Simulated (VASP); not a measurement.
# Fe (P6_3/mmc) in VASP: notebook

The runs below take Fe through relaxation of cell and atoms, single point, with PBEsol, PBEsol+D3(BJ).

Everything below comes from runs of VASP 6.6.1. Logs are shortened: lines on timing, memory, paths and dates and some standing lists are left out, and cuts for length are marked.

### 1 The cell of the first run

Symmetry: P6_3/mmc, No. 194, hexagonal system. Conventional cell: a = 2.434 Å, b = 2.434 Å, c = 3.842 Å, α = 90.00°, β = 90.00°, γ = 120.00°. Within 3.1 Å of Fe (site symmetry -6m2) lie 12 Fe at 2.38 to 2.43 Å.

### 2 Relaxation of cell and atoms, PBEsol, collinear spin, ferromagnetic start

INCAR

```
  PREC = Accurate
  ENCUT = 600
  EDIFF = 1E-6
  ISMEAR = -1
  SIGMA = 0.05
  LREAL = False
  LASPH = True
  NELM = 150
  ALGO = Normal
  ISIF = 3
  LWAVE = False
  LCHARG = False
  ISPIN = 2
  MAGMOM = 3 3
  LORBIT = 11
  LMAXMIX = 4
  GGA = PS
  IBRION = 2
  NSW = 60
  EDIFFG = -0.01
```

KPOINTS

```
regular mesh
0
Gamma
  12 12 7
```

POSCAR

```
Fe
1.0
    2.4341575853      0.0000000000      0.0000000000
   -1.2170787927      2.1080423057      0.0000000000
    0.0000000000      0.0000000000      3.8419344700
Fe
2
Direct
    0.6666666667      0.3333333333      0.7500000000
    0.3333333333      0.6666666667      0.2500000000
```

Potentials or basis: VASP PAW PBE potentials, release 64 (Fe).

On the command line:

```console
> cat potpaw_PBE.64/Fe/POTCAR > POTCAR
> mpirun -np 1 vasp_std > vasp.out
```

OUTCAR:

```text
PREC = Accurate
   ENCUT = 600
   EDIFF = 1E-6
   ISMEAR = -1
   LREAL = False
   LASPH = True
   NELM = 150
   ISIF = 3
   ISPIN = 2
   LORBIT = 11
   GGA = PS
   IBRION = 2
   NSW = 60
   EDIFFG = -0.01

 ion  position               nearest neighbor table
   1  0.667  0.333  0.750-   2 2.38   2 2.38   2 2.38   2 2.38   2 2.38   2 2.38
   2  0.333  0.667  0.250-   1 2.38   1 2.38   1 2.38   1 2.38   1 2.38   1 2.38

  LATTYP: Found a hexagonal cell.
 ALAT       =     2.4341575853
 C/A-ratio  =     1.5783425417

  Lattice vectors:

 A1 = (   2.4341575853,   0.0000000000,   0.0000000000)
 A2 = (  -1.2170787927,   2.1080423057,   0.0000000000)
 A3 = (   0.0000000000,   0.0000000000,   3.8419344700)

Analysis of symmetry for initial positions (statically):
=====================================================================
 Subroutine PRICEL returns:
 Original cell was already a primitive cell.

 Routine SETGRP: Setting up the symmetry group for a
 hexagonal supercell.

 Subroutine GETGRP returns: Found 24 space group operations
 (whereof 12 operations were pure point group operations)
 out of a pool of 24 trial point group operations.

The static configuration has the point symmetry D_3d.
 The point group associated with its full space group is D_6h.

Analysis of symmetry for dynamics (positions and initial velocities):
=====================================================================
 Subroutine PRICEL returns:
 Original cell was already a primitive cell.

 Routine SETGRP: Setting up the symmetry group for a
 hexagonal supercell.

 Subroutine GETGRP returns: Found 24 space group operations
 (whereof 12 operations were pure point group operations)
 out of a pool of 24 trial point group operations.

The dynamic configuration has the point symmetry D_3d.
 The point group associated with its full space group is D_6h.

Analysis of structural, dynamic, and magnetic symmetry:
=====================================================================
 Subroutine PRICEL returns:
 Original cell was already a primitive cell.

 Routine SETGRP: Setting up the symmetry group for a
 hexagonal supercell.

 Subroutine GETGRP returns: Found 24 space group operations
 (whereof 12 operations were pure point group operations)
 out of a pool of 24 trial point group operations.

The overall configuration has the point symmetry D_3d.
 The point group associated with its full space group is D_6h.

[... 124 lines left out ...]
   LHFCALC =     F    Hartree Fock is set to
   AEXX    =    0.0000 exact exchange contribution
   IVDW    =     0    specifies the selected vdW correction
   LEPSILON=     F    determine dielectric tensor
   LRPA    =     F    only Hartree local field effects (RPA)
 conjugate gradient relaxation of ions
 spin polarized calculation
  energy-cutoff  :      600.00
  volume of cell :       19.71
 maximum number of plane-waves:       687
 NGX is ok and might be reduce to    20
   NGX =  9   NGY =  9   NGZ = 15

--------------------------------------- Ionic step        1  -------------------------------------------

 number of electron      15.9999994 magnetization      -0.0019685

 number of electron      15.9999994 magnetization       0.0009575

 Free energy of the ion-electron system (eV)
  ---------------------------------------------------
  ext. energy  EPLUGINS =         0.00000000
  ---------------------------------------------------
  free energy    TOTEN  =       -17.88223011 eV

  energy without entropy =      -17.86278902  energy(sigma->0) =      -17.87250956

------------------------ aborting loop because EDIFF is reached ----------------------------------------

  FORCE on cell =-STRESS in cart. coord.  units (eV):
  Direction    XX          YY          ZZ          XY          YZ          ZX
  --------------------------------------------------------------------------------------
  -------------------------------------------------------------------------------------
  Total       -0.3043473     -0.3043473     -0.1087360      0.0000000      0.0000000      0.0000000
  in kB      -24.7344358    -24.7344358     -8.8370266      0.0000000      0.0000000      0.0000000
  external PRESSURE =     -19.4352994 kB  Pullay stress =       0.0000000 kB
[... 177 lines left out ...]
 number of electron      15.9999994 magnetization      -0.0000018

 number of electron      15.9999994 magnetization       0.0000010

 Free energy of the ion-electron system (eV)
  ---------------------------------------------------
  ext. energy  EPLUGINS =         0.00000000
  ---------------------------------------------------
  free energy    TOTEN  =       -17.88323899 eV

  energy without entropy =      -17.86403104  energy(sigma->0) =      -17.87363501

 E-fermi :   7.2254     XC(G=0): -14.1842

 val. band max:        7.2225568454   @ k =   0.3333   0.2500   0.2857
 cond. band min:       7.2494705615   @ k =   0.4167   0.0833   0.4286
 fundamental gap:      0.0269137161
 Fermi energy:         7.2254051927

 spin component 1

 k-point     1 :       0.0000    0.0000    0.0000
  band No.  band energies     occupation
      1      -1.9912      1.00000
      2       1.9997      1.00000
      3       5.4454      1.00000
      4       5.4454      1.00000
      5       5.5692      1.00000
      6       5.9401      1.00000
      7       5.9401      1.00000
      8       6.3184      1.00000
      9       6.3184      1.00000
     10       7.6957      0.00008
     11       7.9624      0.00000
     12       7.9624      0.00000
     13      16.3308      0.00000
     14      29.4324      0.00000
[... 403 lines left out ...]
      4       4.3658      1.00000
      5       5.4801      1.00000
      6       5.5144      1.00000
      7       6.0937      1.00000
      8       7.3990      0.03015
      9       7.4940      0.00462
     10       7.5889      0.00070
     11       8.2298      0.00000
     12      13.3122      0.00000
     13      17.9378      0.00000
     14      19.7252      0.00000
     15      24.6618      0.00000

 [... further k-points ...]

 spin component 2

 k-point     1 :       0.0000    0.0000    0.0000
  band No.  band energies     occupation
      1      -1.9912      1.00000
      2       1.9997      1.00000
      3       5.4454      1.00000
      4       5.4454      1.00000
      5       5.5692      1.00000
      6       5.9401      1.00000
      7       5.9401      1.00000
      8       6.3184      1.00000
      9       6.3184      1.00000
     10       7.6957      0.00008
     11       7.9624      0.00000
     12       7.9624      0.00000
     13      16.3308      0.00000
     14      29.4324      0.00000
[... 444 lines left out ...]
  FREE ENERGIE OF THE ION-ELECTRON SYSTEM (eV)
  ---------------------------------------------------
  free  energy   TOTEN  =       -17.8832389867 eV

  energy  without entropy=      -17.8640310408  energy(sigma->0) =      -17.87363501

 reached required accuracy - stopping structural energy minimisation

 total charge

# of ion       s       p       d       tot
------------------------------------------
    1        0.559   0.682   6.382   7.622
    2        0.559   0.682   6.382   7.622
--------------------------------------------------
tot          1.117   1.363  12.763  15.244

 magnetization (x)

# of ion       s       p       d       tot
------------------------------------------
    1       -0.000  -0.000  -0.000  -0.000
    2       -0.000  -0.000  -0.000  -0.000
--------------------------------------------------
tot         -0.000  -0.000  -0.000  -0.000
```

OSZICAR:

```text
N       E                     dE             d eps       ncg     rms          rms(c)
DAV:   1     0.826040694025E+02    0.82604E+02   -0.80581E+03  4624   0.158E+03
DAV:   2    -0.169912931005E+02   -0.99595E+02   -0.91456E+02  4560   0.257E+02
DAV:   3    -0.192146802410E+02   -0.22234E+01   -0.21373E+01  5554   0.552E+01
[... 40 lines left out ...]
       N       E                     dE             d eps       ncg     rms          rms(c)
DAV:   1    -0.178832504218E+02   -0.15381E-04   -0.49054E-04  5050   0.207E-01    0.248E-02
DAV:   2    -0.178832414436E+02    0.89782E-05   -0.13071E-05  5554   0.745E-02    0.961E-03
DAV:   3    -0.178832392902E+02    0.21534E-05   -0.18078E-06  3001   0.225E-02    0.378E-03
DAV:   4    -0.178832389867E+02    0.30346E-06   -0.69592E-07  2464   0.114E-02
   6 F= -.17883239E+02 E0= -.17873635E+02  d E =-.614154E-04  mag=    -0.0000
```

CONTCAR:

```text
Fe
   1.00000000000000
     2.4262473664026274    0.0000000000001874    0.0000000000000000
    -1.2131236832509891    2.1011918551851343    0.0000000000000000
     0.0000000000000000    0.0000000000000000    3.8431133145085798
  Fe
     2
Direct
     0.6666666667000030    0.3333333332999970    0.7500000000000000
     0.3333333332999970    0.6666666667000030    0.2500000000000000

  0.00000000E+00  0.00000000E+00  0.00000000E+00
  0.00000000E+00  0.00000000E+00  0.00000000E+00
```

Run time: 2.3 min. Hardware: 1 thread of Intel Xeon Platinum 8375C at 2.90GHz (Ice Lake), shared host; peak memory 0.18 GiB.

Results:

| Property | Result |
| --- | --- |
| Free energy | -17.8832 eV |
| Relaxed volume | 9.80 Å³/atom |
| Relaxed cell | a = 2.426 Å, b = 2.426 Å, c = 3.843 Å, α = 90.00°, β = 90.00°, γ = 120.00° |
| Space group after relaxing (to 0.05 Å) | P6_3/mmc (No. 194) |
| Energy gained by relaxing | 0.5 meV/atom |
| Ionic steps | 6 |
| Pressure after relaxing | 0.0 GPa |
| Band gap on the k mesh | zero (filled and empty bands overlap) |
| Net moment | 0.00 μB per cell |
| Valence electrons inside the program's atomic spheres | Fe 7.62 |

Step by step:
```tsv
step	energy change (eV)	largest force (eV/Å)	pressure (GPa)	volume (Å³)
1	0.0000	0.0000	-1.94	19.71
2	0.0014	0.0000	3.67	19.37
3	-0.0009	0.0000	0.18	19.58
4	-0.0009	0.0000	0.10	19.58
5	-0.0010	0.0000	-0.08	19.59
6	-0.0010	0.0000	0.00	19.59
```

Final structure:
```xyz
2
Lattice="2.4262 0.0000 0.0000 -1.2131 2.1012 0.0000 0.0000 0.0000 3.8431" Properties=species:S:1:pos:R:3 pbc="T T T"
Fe    1.2131    0.7004    2.8823
Fe    0.0000    1.4008    0.9608
```

Caveat: the starting moments collapsed, and a magnetic state may lie lower; the PAW data sets were made with another functional, which shifts forces and pressure a little.

[end of part 1 of 2]
